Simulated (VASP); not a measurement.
Set up this calculation in VASP 6.6.1, as the native input.

- Task: single point
- Functional: PBEsol
- Potentials or basis: VASP PAW PBE potentials, release 64 (V_sv, N)
- Cutoff: 520 eV
- k mesh: 18 × 18 × 8
- Occupations: gaussian, width 0.15 eV
- Spin: no spin polarisation
- Dipole correction: no
- Further INCAR settings: ALGO = Normal; EDIFF = 1e-06; NBANDS = 28

The structure of V2N3 lies in POSCAR:

```
V2N3
1.0
    2.8631806036      0.0000000000      0.0000000000
   -1.4315903018      2.4795871383      0.0000000000
    0.0000000000      0.0000000000      6.1963538749
V N
2 3
Direct
    0.6666666667      0.3333333333      0.3021155180
    0.3333333333      0.6666666667      0.6978844820
    0.0000000000      0.0000000000      0.5000000000
    0.0000000000      0.0000000000      0.1074399115
    0.0000000000      0.0000000000      0.8925600885
```

This cell differs from its parent crystal: strain +0.0300 x Voigt [1, 1, 0, 0, 0, 0].

One way to write it, as run:

INCAR

```
  PREC = Accurate
  ENCUT = 520
  EDIFF = 1E-6
  ISMEAR = 0
  SIGMA = 0.15
  LREAL = F
  LASPH = T
  NELM = 80
  ALGO = Normal
  ISIF = 2
  LWAVE = F
  LCHARG = F
  GGA = PS
  NBANDS = 28
```

KPOINTS

```
Automatic mesh
0
Gamma
  18 18 8
```

Potentials or basis: VASP PAW PBE potentials, release 64 (V_sv, N).

The run is started by

```bash
$ cat potpaw_PBE.64/V_sv/POTCAR potpaw_PBE.64/N/POTCAR > POTCAR
$ mpirun -np 1 vasp_std > vasp.out
```

It gave:

- Pressure: -14.3 GPa
- Largest force: 0.337 eV/Å

Caveat: the cell differs from its parent crystal (strain +0.0300 x Voigt [1, 1, 0, 0, 0, 0]); the PAW data sets were made with another functional, which shifts forces and pressure a little; the run has no spin polarisation, though such a crystal can be magnetic.

It took 4.7 min on 1 thread of Intel Xeon 6975P-C (shared host), peak memory 0.37 GiB.
